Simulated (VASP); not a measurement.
# Y in VASP: single point with PBEsol+D4

Aim: the single point of Y with PBEsol+D4.

Everything below comes from runs of VASP 6.6.1. Logs are shortened: lines on timing, memory, paths and dates and some standing lists are left out, and cuts for length are marked.

### 1 The cell of the first run

The cell holds a slab with vacuum, 12 atoms: a = 6.261 Å, b = 6.261 Å, c = 28.400 Å, α = 90.00°, β = 90.00°, γ = 120.00°.

### 2 Single point, PBEsol+D4

INCAR reads:

```
SYSTEM = Y
ALGO = Normal
DIPOL = 0.5 0.5 0.391
EDIFF = 1E-6
ENCUT = 400
GGA = PS
GGA_COMPAT = .FALSE.
IDIPOL = 3
ISIF = 2
ISMEAR = 1
IVDW = 13
LASPH = .TRUE.
LCHARG = .FALSE.
LDIPOL = .TRUE.
LREAL = .FALSE.
LWAVE = .FALSE.
NBANDS = 78
NELM = 120
NELMDL = -8
PREC = Accurate
SIGMA = 0.1
```

KPOINTS reads:

```
k-points
0
G
  6 6 1
  0 0 0
```

POSCAR reads:

```
Y
1.0
    6.2614755815      0.0000000000      0.0000000000
   -3.1307377908      5.4225969187      0.0000000000
    0.0000000000      0.0000000000     28.3995499933
Y
12
Direct
    0.3333115569      0.3333300102      0.2458865567
    0.6666851200      0.0000217764      0.2458865567
    0.0000033231      0.6666482134      0.2458865567
    0.3333333333      1.0000000000      0.3416550608
    0.6666666667      0.6666666667      0.3416459294
    0.0000000000      0.3333333333      0.3416504158
    0.3333149677      0.3333356867      0.4405722576
    0.6666873857      0.0000183656      0.4405722576
   -0.0000023534      0.6666459477      0.4405722576
    0.3333333333      1.0000000000      0.5363002917
    0.6666666667      0.6666666667      0.5363925498
    0.0000000000      0.3333333333      0.5363379340
```

Potentials or basis: VASP PAW PBE potentials, release 64 (Y_sv).

Started as:

```sh
$ cat potpaw_PBE.64/Y_sv/POTCAR > POTCAR
$ mpirun -np 1 vasp_std > vasp.out
```

OUTCAR:

```text
SYSTEM = Y
   EDIFF = 1E-6
   ENCUT = 400
   GGA = PS
   ISIF = 2
   ISMEAR = 1
   IVDW = 13
   LASPH = .TRUE.
   LREAL = .FALSE.
   NELM = 120
   NELMDL = -8
   PREC = Accurate

 ion  position               nearest neighbor table
   1  0.333  0.333  0.246-   6 3.43   5 3.43   4 3.43   2 3.61   3 3.61   3 3.62   2 3.62   2 3.62
                             3 3.62
   2  0.667  0.000  0.246-   6 3.43   5 3.43   4 3.43   1 3.61   3 3.61   3 3.62   1 3.62   3 3.62
                             1 3.62
   3  0.000  0.667  0.246-   6 3.43   5 3.43   4 3.43   2 3.61   1 3.61   1 3.62   2 3.62   2 3.62
                             1 3.62
   4  0.333  0.000  0.342-   3 3.43   1 3.43   2 3.43   9 3.50   7 3.50   8 3.50   6 3.62   6 3.62
                             6 3.62   5 3.62   5 3.62   5 3.62
   5  0.667  0.667  0.342-   2 3.43   3 3.43   1 3.43   8 3.50   9 3.50   7 3.50   6 3.62   6 3.62
                             6 3.62   4 3.62   4 3.62   4 3.62
   6  0.000  0.333  0.342-   2 3.43   1 3.43   3 3.43   8 3.50   7 3.50   9 3.50   5 3.62   4 3.62
                             5 3.62   5 3.62   4 3.62   4 3.62
   7  0.333  0.333  0.441-  10 3.43  12 3.43  11 3.43   6 3.50   4 3.50   5 3.50   8 3.61   9 3.61
                             8 3.62   9 3.62   9 3.62   8 3.62
   8  0.667  0.000  0.441-  10 3.43  12 3.43  11 3.43   6 3.50   4 3.50   5 3.50   7 3.61   9 3.61
                             9 3.62   7 3.62   9 3.62   7 3.62
   9  1.000  0.667  0.441-  10 3.43  12 3.43  11 3.43   6 3.50   4 3.50   5 3.50   8 3.61   7 3.61
                             8 3.62   7 3.62   7 3.62   8 3.62
  10  0.333  0.000  0.536-   9 3.43   7 3.43   8 3.43  12 3.62  12 3.62  12 3.62  11 3.62  11 3.62
                            11 3.62
  11  0.667  0.667  0.536-   8 3.43   9 3.43   7 3.43  12 3.62  12 3.62  12 3.62  10 3.62  10 3.62
                            10 3.62
  12  0.000  0.333  0.536-   8 3.43   7 3.43   9 3.43  10 3.62  10 3.62  10 3.62  11 3.62  11 3.62
                            11 3.62

  LATTYP: Found a hexagonal cell.
 ALAT       =     6.2614755815
 C/A-ratio  =     4.5356002149

  Lattice vectors:

 A1 = (   6.2614755815,   0.0000000000,   0.0000000000)
 A2 = (  -3.1307377908,   5.4225969187,   0.0000000000)
 A3 = (   0.0000000000,   0.0000000000,  28.3995499933)

Analysis of symmetry for initial positions (statically):
=====================================================================
 Subroutine PRICEL returns:
 Original cell was already a primitive cell.

 Routine SETGRP: Setting up the symmetry group for a
 hexagonal supercell.

 Subroutine GETGRP returns: Found  3 space group operations
 (whereof  1 operations were pure point group operations)
 out of a pool of 24 trial point group operations.

The static configuration has the point symmetry C_1 .
 The point group associated with its full space group is C_3 .

Analysis of symmetry for dynamics (positions and initial velocities):
=====================================================================
 Subroutine PRICEL returns:
 Original cell was already a primitive cell.

 Routine SETGRP: Setting up the symmetry group for a
 hexagonal supercell.

 Subroutine GETGRP returns: Found  3 space group operations
 (whereof  1 operations were pure point group operations)
 out of a pool of 24 trial point group operations.

The dynamic configuration has the point symmetry C_1 .
 The point group associated with its full space group is C_3 .

 Subroutine INISYM returns: Found  3 space group operations
 (whereof  1 operations are pure point group operations),
 and found     1 'primitive' translations

----------------------------------------------------------------------------------------

                                     Primitive cell

  volume of cell :     964.2629

  direct lattice vectors                    reciprocal lattice vectors
     6.261475582  0.000000000  0.000000000     0.159706764  0.092206743  0.000000000
    -3.130737791  5.422596919  0.000000000     0.000000000  0.184413486  0.000000000
     0.000000000  0.000000000 28.399549993     0.000000000  0.000000000  0.035211826

  length of vectors
     6.261475582  6.261475581 28.399549993     0.184413486  0.184413486  0.035211826

  position of ions in fractional coordinates (direct lattice)
     0.333311557  0.333330010  0.245886557
     0.666685120  0.000021776  0.245886557
     0.000003323  0.666648213  0.245886557
     0.333333333  0.000000000  0.341655061
     0.666666667  0.666666667  0.341645929
     0.000000000  0.333333333  0.341650416
     0.333314968  0.333335687  0.440572258
     0.666687386  0.000018366  0.440572258
     0.999997647  0.666645948  0.440572258
[... 34 lines left out ...]
  Length of vectors
     0.030735581  0.030735581  0.035211826

  Shift w.r.t. Gamma in fractional coordinates (k-lattice)
     0.000000000  0.000000000  0.000000000

 Subroutine IBZKPT returns following result:
 ===========================================

 Found      8 irreducible k-points:

 Following reciprocal coordinates:
            Coordinates               Weight
  0.000000  0.000000  0.000000      1.000000
  0.166667 -0.000000  0.000000      6.000000
  0.333333 -0.000000  0.000000      6.000000
  0.500000 -0.000000  0.000000      3.000000
  0.166667  0.166667  0.000000      6.000000
  0.333333  0.166667  0.000000      6.000000
 -0.333333  0.500000  0.000000      6.000000
  0.333333  0.333333  0.000000      2.000000
   k-points           NKPTS =      8   k-points in BZ     NKDIM =      8   number of bands    NBANDS=     78
   number of dos      NEDOS =    301   number of ions     NIONS =     12
   total plane-waves  NPLWV = 338688
   dimension x,y,z NGX =    42 NGY =   42 NGZ =  192
   dimension x,y,z NGXF=    84 NGYF=   84 NGZF=  384
   ions per type =              12
   NGX,Y,Z   is equivalent  to a cutoff of  11.15, 11.15, 11.24 a.u.
   NGXF,Y,Z  is equivalent  to a cutoff of  22.30, 22.30, 22.48 a.u.
 SYSTEM =  Y
   PREC   = accura    normal or accurate (medium, high low for compatibility)
   ISTART =      0    job   : 0-new  1-cont  2-samecut
   ICHARG =      2    charge: 1-file 2-atom 10-const
   ISPIN  =      1    spin polarized calculation?
   LNONCOLLINEAR =      F non collinear calculations
   LSORBIT =      F    spin-orbit coupling
   LASPH  =      T    aspherical Exc in radial PAW
   ENCUT  =  400.0 eV  29.40 Ry    5.42 a.u.  10.21 10.21 46.31*2*pi/ulx,y,z
   NELM   =    120;   NELMIN=  2; NELMDL= -8     # of ELM steps
   EDIFF  = 0.1E-05   stopping-criterion for ELM
   LREAL  =      F    real-space projection
[... 7 lines left out ...]
   TEBEG  =    0.0;   TEEND  =   0.0 temperature during run
   PSTRESS=    0.0 pullay stress
   NELECT =     132.0000    total number of electrons
   NUPDOWN=      -1.0000    fix difference up-down
   EMIN   =  10.00;   EMAX   =-10.00  energy-range for DOS
   EFERMI =   0.00;   METHOD = LEGACY
   ISMEAR =     1;   SIGMA  =   0.10  broadening in eV -4-tet -1-fermi 0-gaus
   EFERMI_NEDOS =   21; number of points for ismear=-14 and -15
   IALGO  =     38    algorithm
   IMIX   =      4    mixing-type and parameters
     AMIX     =   0.40;   BMIX     =  1.00
     AMIX_MAG =   1.60;   BMIX_MAG =  1.00
  volume/ion in A,a.u.               =      80.36       542.26
  Fermi-wavevector in a.u.,A,eV,Ry     =   0.843725  1.594409  9.685608  0.711872
  Thomas-Fermi vector in A             =   1.958639
   LORBIT       =      0    0 simple, 1 ext, 2 COOP (PROOUT), +10 PAW based schemes
   GGA     = PS    functional components
   LHFCALC =     F    Hartree Fock is set to
   AEXX    =    0.0000 exact exchange contribution
   IVDW    =    13    specifies the selected vdW correction
   LEPSILON=     F    determine dielectric tensor
   LRPA    =     F    only Hartree local field effects (RPA)
 non-spin polarized calculation
 Methfessel and Paxton  Order N= 1 SIGMA  =   0.10
  energy-cutoff  :      400.00
  volume of cell :      964.26
 maximum number of plane-waves:     17556
 NGX is ok and might be reduce to    42
   NGX = 21   NGY = 21   NGZ = 93

 dipolmoment           0.000000      0.000000      0.000003 electrons x Angstroem

 number of electron     131.9999990 magnetization

 dipolmoment           0.000000      0.000000     -0.000093 electrons x Angstroem

 Free energy of the ion-electron system (eV)
  ---------------------------------------------------
  ext. energy  EPLUGINS =         0.00000000
  ---------------------------------------------------
  free energy    TOTEN  =       -77.11717946 eV

  energy without entropy =      -77.09662518  energy(sigma->0) =      -77.11032803

 E-fermi :  -0.6519     XC(G=0):  -4.4534

 val. band max:       -0.6541492850   @ k =   0.3333   0.1667   0.0000
 cond. band min:      -0.6459814149   @ k =   0.3333   0.1667   0.0000
 fundamental gap:      0.0081678701
 Fermi energy:        -0.6519025723

 k-point     1 :       0.0000    0.0000    0.0000
  band No.  band energies     occupation
      1     -43.5860      2.00000
      2     -43.5858      2.00000
      3     -43.5420      2.00000
      4     -43.5410      2.00000
      5     -43.5410      2.00000
      6     -43.5403      2.00000
[... 637 lines left out ...]
     77       0.5649     -0.00000
     78       0.5650     -0.00000

------------------------ aborting loop because EDIFF is reached ----------------------------------------

 vacuum level on the upper side and lower side of the slab       (xc-potential included)        -0.157        -0.167

  DFT-D4 for vdW energy calculation

  Edisp (eV):   -1.29354

  FORCE on cell =-STRESS in cart. coord.  units (eV):
  Direction    XX          YY          ZZ          XY          YZ          ZX
  --------------------------------------------------------------------------------------
  -------------------------------------------------------------------------------------
  Total      -6.52410    -6.52410    -0.32048    -0.00000     0.00000    -0.00000
  in kB     -10.84015   -10.84015    -0.53250    -0.00000     0.00000    -0.00000
  external pressure =       -7.40 kB  Pullay stress =        0.00 kB

 VOLUME and BASIS-vectors are now :
 -----------------------------------------------------------------------------
  energy-cutoff  :      400.00
  volume of cell :      964.26
      direct lattice vectors                 reciprocal lattice vectors
     6.261475582  0.000000000  0.000000000     0.159706764  0.092206743  0.000000000
    -3.130737791  5.422596919  0.000000000     0.000000000  0.184413486  0.000000000
     0.000000000  0.000000000 28.399549993     0.000000000  0.000000000  0.035211826

 POSITION                                       TOTAL-FORCE (eV/Angst)
 -----------------------------------------------------------------------------------
      1.04345      1.80751      6.98307         0.000264     -0.000036      0.010149
      4.17436      0.00012      6.98307        -0.000163     -0.000210      0.010149
     -2.08708      3.61496      6.98307        -0.000100      0.000247      0.010149
      2.08716      0.00000      9.70285        -0.000000     -0.000000     -0.002826
      2.08716      3.61506      9.70259         0.000000     -0.000000     -0.001873
     -1.04358      1.80753      9.70272        -0.000000     -0.000000     -0.002455
      1.04346      1.80755     12.51205         0.000342      0.000491      0.002716
      4.17439      0.00010     12.51205         0.000255     -0.000542      0.002716
      4.17437      3.61495     12.51205        -0.000597      0.000051      0.002716
      2.08716      0.00000     15.23069         0.000000     -0.000000     -0.009211
      2.08716      3.61506     15.23331        -0.000000     -0.000000     -0.011980
     -1.04358      1.80753     15.23176        -0.000000     -0.000000     -0.010251
 -----------------------------------------------------------------------------------
    total drift:                               -0.000001     -0.000001     -0.001480

  FREE ENERGIE OF THE ION-ELECTRON SYSTEM (eV)
  ---------------------------------------------------
  free  energy   TOTEN  =       -78.4107214304 eV

  energy  without entropy=      -78.3901671531  energy(sigma->0) =      -78.40387000

 vacuum level on the upper side and lower side of the slab         2.451         2.442
```

Wall time 42 min (1 thread of Intel Xeon Platinum 8259CL at 2.50GHz (Skylake/Cascade Lake), shared host); peak memory 0.81 GiB.

Results:

```
Free energy                : -78.4107 eV
Largest force              : 0.012 eV/Å
Band gap on the k mesh     : zero (bands 66 and 67 overlap by 0.06 eV)
Dispersion energy per atom : -0.108 eV
```

Forces on the atoms (eV/Å):
```
Y    0.000  0.000  0.010
Y    0.000  0.000  0.010
Y    0.000  0.000  0.010
Y    0.000  0.000 -0.003
Y    0.000  0.000 -0.002
Y    0.000  0.000 -0.002
Y    0.000  0.000  0.003
Y    0.000 -0.001  0.003
Y   -0.001  0.000  0.003
Y    0.000  0.000 -0.009
Y    0.000  0.000 -0.012
Y    0.000  0.000 -0.010
```

Caveat: the PAW data sets were made with another functional, which shifts forces and pressure a little.
